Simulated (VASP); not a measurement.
# TiSb2N3: single point with PBE

TiSb2N3:

```
Ti Sb N
1.0
     2.92031    1.68604    2.91671
    -2.92031    1.68604    2.91671
     0.00000   -3.37208    2.91671
Ti Sb N
1 2 3
Direct
  0.00000 0.00000 0.00000
  0.68475 0.68475 0.68475
  0.31525 0.31525 0.31525
  0.00000 0.00000 0.50000
  0.50000 0.00000 0.00000
  0.00000 0.50000 0.00000
```

The cell was built from a structure type or drawn by symmetry, and may not be a known phase.

| Property | Result |
| --- | --- |
| Program | VASP 6.6.1 |
| Task | single point |
| Functional | PBE |
| Potentials or basis | VASP PAW PBE potentials, release 64 (Ti_sv, Sb, N) |
| Cutoff | 520 eV |
| k mesh | 6 × 6 × 6 |
| Occupations | gaussian, width 0.1 eV |
| Spin | no spin polarisation |
| Dipole correction | no |
| Further INCAR settings | ALGO = Normal; EDIFF = 1e-06; NBANDS = 28 |

The pressure is 0.0 GPa and the largest force is 0.058 eV/Å. The band gap on the k mesh is zero (an odd number of electrons rules out a gap without spin polarisation).

Forces in eV/Å, atoms in the order of the input:
```
Ti   0.000  0.000  0.000
Sb   0.000  0.000 -0.058
Sb   0.000  0.000  0.058
N    0.000  0.000  0.000
N    0.000  0.000  0.000
N    0.000  0.000  0.000
```

Levels at points of the mesh, in eV from the Fermi level:
```tsv
k point	band 16	band 17	band 18	band 19	band 20	band 21
(0.00, 0.00, 0.00)	-1.72	-1.61	-1.52	-1.51	-1.51	-1.06
(0.50, 0.00, 0.00)	-2.71	-1.91	-1.70	-0.31	0.60	1.03
(0.50, 0.50, 0.00)	-3.33	-2.38	-1.82	0.69	1.00	1.02
(0.50, 0.50, 0.50)	-2.45	-1.10	-0.88	0.87	1.11	1.11
```

It took 44 s on 1 thread of Intel(R) Xeon(R) 6975P-C (Granite Rapids) (shared host), peak memory 0.24 GiB.

Caveat: spin-orbit coupling is left out, which moves the levels of the heavy elements.
